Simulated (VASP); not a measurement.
# S (R-3m) in VASP: a series of runs, part 2 of 2

VASP 6.6.1. The steps go on from the part before.

## (4) Single point, PBE

Input file INCAR:

```
SYSTEM = S
PREC = Accurate
ENCUT = 520
EDIFF = 1E-7
ISMEAR = -1
SIGMA = 0.1
LREAL = .FALSE.
LASPH = .TRUE.
NELM = 100
ALGO = Fast
ISIF = 2
LWAVE = .FALSE.
LCHARG = .FALSE.
GGA = PE
NBANDS = 9
```

Input file KPOINTS:

```
Automatic mesh
0
G
  21 21 21
  0 0 0
```

Input file POSCAR:

```
S
1.0
    1.6873435123      0.9741882310      0.8900914473
   -1.6873435123      0.9741882310      0.8900914473
    0.0000000000     -1.9483764620      0.8900914474
S
1
Direct
    0.0000000000      0.0000000000      0.0000000000
```

Potentials or basis: VASP PAW PBE potentials, release 64 (S).

On the command line:

```
cat potpaw_PBE.64/S/POTCAR > POTCAR
mpirun -np 1 vasp_std > vasp.out
```

OUTCAR:

```text
SYSTEM = S
   PREC = Accurate
   ENCUT = 520
   EDIFF = 1E-7
   ISMEAR = -1
   LREAL = .FALSE.
   LASPH = .TRUE.
   NELM = 100
   ISIF = 2
   GGA = PE

 ion  position               nearest neighbor table
   1  0.000  0.000  0.000-

  LATTYP: Found a trigonal (rhomboedric) cell.
 ALAT       =     2.1420629362
 COS(alpha) =    -0.2410022081

  Lattice vectors:

 A1 = (   1.6873435123,   0.9741882310,   0.8900914473)
 A2 = (  -1.6873435123,   0.9741882310,   0.8900914473)
 A3 = (   0.0000000000,  -1.9483764620,   0.8900914474)

Analysis of symmetry for initial positions (statically):
=====================================================================
 Subroutine PRICEL returns:
 Original cell was already a primitive cell.

 Routine SETGRP: Setting up the symmetry group for a
 trigonal (rhombohedral) supercell.

 Subroutine GETGRP returns: Found 12 space group operations
 (whereof 12 operations were pure point group operations)
 out of a pool of 12 trial point group operations.

The static configuration has the point symmetry D_3d.

Analysis of symmetry for dynamics (positions and initial velocities):
=====================================================================
 Subroutine PRICEL returns:
 Original cell was already a primitive cell.

 Routine SETGRP: Setting up the symmetry group for a
 trigonal (rhombohedral) supercell.

 Subroutine GETGRP returns: Found 12 space group operations
 (whereof 12 operations were pure point group operations)
 out of a pool of 12 trial point group operations.

The dynamic configuration has the point symmetry D_3d.

 Subroutine INISYM returns: Found 12 space group operations
 (whereof 12 operations are pure point group operations),
 and found     1 'primitive' translations

----------------------------------------------------------------------------------------

                                     Primitive cell

  volume of cell :       8.7787

  direct lattice vectors                    reciprocal lattice vectors
     1.687343512  0.974188231  0.890091447     0.296323775  0.171082612  0.374493356
    -1.687343512  0.974188231  0.890091447    -0.296323775  0.171082612  0.374493356
     0.000000000 -1.948376462  0.890091447     0.000000000 -0.342165223  0.374493356

  length of vectors
     2.142062936  2.142062936  2.142062936     0.507269468  0.507269468  0.507269468

  position of ions in fractional coordinates (direct lattice)
     0.000000000  0.000000000  0.000000000

  ion indices of the primitive-cell ions
   primitive index   ion index
                 1           1

----------------------------------------------------------------------------------------

 KPOINTS: Automatic mesh

Automatic generation of k-mesh.
 Grid dimensions read from file:
 generate k-points for:   21   21   21

 Generating k-lattice:

  Cartesian coordinates                     Fractional coordinates (reciprocal lattice)
     0.014110656  0.008146791  0.017833017     0.047619048  0.000000000  0.000000000
    -0.014110656  0.008146791  0.017833017     0.000000000  0.047619048  0.000000000
     0.000000000 -0.016293582  0.017833017     0.000000000  0.000000000  0.047619048

  Length of vectors
     0.024155689  0.024155689  0.024155689

  Shift w.r.t. Gamma in fractional coordinates (k-lattice)
     0.000000000  0.000000000  0.000000000

 Subroutine IBZKPT returns following result:
 ===========================================

 Found    891 irreducible k-points:

 Following reciprocal coordinates:
            Coordinates               Weight
  0.000000  0.000000  0.000000      1.000000
  0.047619  0.000000  0.000000      6.000000
  0.095238  0.000000  0.000000      6.000000
  0.142857  0.000000 -0.000000      6.000000
  0.190476  0.000000  0.000000      6.000000
  0.238095  0.000000 -0.000000      6.000000
[... 16 lines left out ...]
 -0.428571  0.047619  0.000000     12.000000
 -0.380952  0.047619  0.000000     12.000000
 [... further k-points ...]
   k-points           NKPTS =    891   k-points in BZ     NKDIM =    891   number of bands    NBANDS=      9
   number of dos      NEDOS =    301   number of ions     NIONS =      1
   total plane-waves  NPLWV =   4096
   dimension x,y,z NGX =    16 NGY =   16 NGZ =   16
   dimension x,y,z NGXF=    32 NGYF=   32 NGZF=   32
   ions per type =               1
   NGX,Y,Z   is equivalent  to a cutoff of  12.42, 12.42, 12.42 a.u.
   NGXF,Y,Z  is equivalent  to a cutoff of  24.84, 24.84, 24.84 a.u.
 SYSTEM =  S
   PREC   = accura    normal or accurate (medium, high low for compatibility)
   ISTART =      0    job   : 0-new  1-cont  2-samecut
   ICHARG =      2    charge: 1-file 2-atom 10-const
   ISPIN  =      1    spin polarized calculation?
   LNONCOLLINEAR =      F non collinear calculations
   LSORBIT =      F    spin-orbit coupling
   LASPH  =      T    aspherical Exc in radial PAW
   ENCUT  =  520.0 eV  38.22 Ry    6.18 a.u.   3.98  3.98  3.98*2*pi/ulx,y,z
   NELM   =    100;   NELMIN=  2; NELMDL= -5     # of ELM steps
   EDIFF  = 0.1E-06   stopping-criterion for ELM
   LREAL  =      F    real-space projection
   EDIFFG = 0.1E-05   stopping-criterion for IOM
   NSW    =      0    number of steps for IOM
   IBRION =     -1    ionic relax: 0-MD 1-quasi-New 2-CG
   NFREE  =      0    steps in history (QN), initial steepest desc. (CG)
   ISIF   =      2    stress and relaxation
   ISYM   =      2    0-nonsym 1-usesym 2-fastsym
   POTIM  = 0.5000    time-step for ionic-motion
   TEBEG  =    0.0;   TEEND  =   0.0 temperature during run
   PSTRESS=    0.0 pullay stress
   NELECT =       6.0000    total number of electrons
   NUPDOWN=      -1.0000    fix difference up-down
   EMIN   =  10.00;   EMAX   =-10.00  energy-range for DOS
   EFERMI =   0.00;   METHOD = LEGACY
   ISMEAR =    -1;   SIGMA  =   0.10  broadening in eV -4-tet -1-fermi 0-gaus
   EFERMI_NEDOS =   21; number of points for ismear=-14 and -15
   IALGO  =     68    algorithm
   IMIX   =      4    mixing-type and parameters
     AMIX     =   0.40;   BMIX     =  1.00
     AMIX_MAG =   1.60;   BMIX_MAG =  1.00
  volume/ion in A,a.u.               =       8.78        59.24
  Fermi-wavevector in a.u.,A,eV,Ry     =   1.442053  2.725085 28.293536  2.079516
  Thomas-Fermi vector in A             =   2.560616
   LORBIT       =      0    0 simple, 1 ext, 2 COOP (PROOUT), +10 PAW based schemes
   GGA     = PE    functional components
   LHFCALC =     F    Hartree Fock is set to
   AEXX    =    0.0000 exact exchange contribution
   IVDW    =     0    specifies the selected vdW correction
   LEPSILON=     F    determine dielectric tensor
   LRPA    =     F    only Hartree local field effects (RPA)
 non-spin polarized calculation
 RMM-DIIS sequential band-by-band and
  energy-cutoff  :      520.00
  volume of cell :        8.78
 maximum number of plane-waves:       248
   NGX =  7   NGY =  7   NGZ =  7

 number of electron       6.0000001 magnetization

 Free energy of the ion-electron system (eV)
  ---------------------------------------------------
  ext. energy  EPLUGINS =         0.00000000
  ---------------------------------------------------
  free energy    TOTEN  =        -1.09091638 eV

  energy without entropy =       -1.08123578  energy(sigma->0) =       -1.08607608

 E-fermi :  18.9666     XC(G=0): -14.0624

 val. band max:       18.9664637126   @ k =  -0.4762   0.2381   0.1429
 cond. band min:      18.9676288927   @ k =   0.0952   0.0952   0.0952
 fundamental gap:      0.0011651801
 Fermi energy:        18.9665713118

 k-point     1 :       0.0000    0.0000    0.0000
  band No.  band energies     occupation
      1      -6.4704      2.00000
      2      23.0592      0.00000
      3      26.2702      0.00000
      4      26.2702      0.00000
      5      27.1053      0.00000
      6      27.1053      0.00000
      7      34.6755      0.00000
      8      40.7588      0.00000
      9      40.7588      0.00000

 k-point     2 :       0.0476    0.0000    0.0000
  band No.  band energies     occupation
      1      -6.3894      2.00000
      2      22.5867      0.00000
      3      24.6934      0.00000
      4      25.9230      0.00000
      5      27.4807      0.00000
      6      28.9966      0.00000
      7      34.7660      0.00000
      8      40.3017      0.00000
      9      40.3977      0.00000
[... 253 lines left out ...]
 k-point    24 :      -0.3810    0.0476    0.0000
  band No.  band energies     occupation
      1      -1.7227      2.00000
      2       7.9379      2.00000
      3      22.6849      0.00000
      4      25.3047      0.00000
      5      26.3860      0.00000
      6      30.5731      0.00000
      7      38.9691      0.00000
      8      40.9364      0.00000
      9      43.8507      0.00000

 [... further k-points ...]

------------------------ aborting loop because EDIFF is reached ----------------------------------------

  FORCE on cell =-STRESS in cart. coord.  units (eV):
  Direction    XX          YY          ZZ          XY          YZ          ZX
  --------------------------------------------------------------------------------------
  -------------------------------------------------------------------------------------
  Total        8.6696747      8.6696747      8.6651100      0.0000000     -0.0000000      0.0000000
  in kB     1582.2719210   1582.2719209   1581.4388383      0.0000000     -0.0000001      0.0000000
  external PRESSURE =    1581.9942267 kB  Pullay stress =       0.0000000 kB

 VOLUME and BASIS-vectors are now :
 -----------------------------------------------------------------------------
  energy-cutoff  :      520.00
  volume of cell :        8.78
      direct lattice vectors                 reciprocal lattice vectors
     1.687343512  0.974188231  0.890091447     0.296323775  0.171082612  0.374493356
    -1.687343512  0.974188231  0.890091447    -0.296323775  0.171082612  0.374493356
     0.000000000 -1.948376462  0.890091447     0.000000000 -0.342165223  0.374493356

 POSITION                                       TOTAL-FORCE (eV/Angst)
 -----------------------------------------------------------------------------------
      0.00000      0.00000      0.00000         0.000000      0.000000     -0.000000
 -----------------------------------------------------------------------------------
    total drift:                                0.000000      0.000000     -0.000000

  FREE ENERGIE OF THE ION-ELECTRON SYSTEM (eV)
  ---------------------------------------------------
  free  energy   TOTEN  =        -1.0909163756 eV

  energy  without entropy=       -1.0812357769  energy(sigma->0) =       -1.08607608
```

stdout:

```text
POSCAR found type information on POSCAR S
 POSCAR found :  1 types and       1 ions
 scaLAPACK will be used
 LDA part: xc-table for (Slater+PW92), standard interpolation
 POSCAR, INCAR and KPOINTS ok, starting setup
 FFT: planning ... GRIDC
 FFT: planning ... GRID_SOFT
 FFT: planning ... GRID
 WAVECAR not read
 entering main loop
```

Wall time 11 s (1 thread of Intel Xeon 6975P-C (Granite Rapids), shared host); peak memory 0.16 GiB.

Results:

- Free energy: -1.0909 eV
- Pressure: 158.2 GPa
- Band gap on the k mesh: zero (bands 3 and 4 overlap by 14.11 eV)

Caveat: the cell stands under pressure.
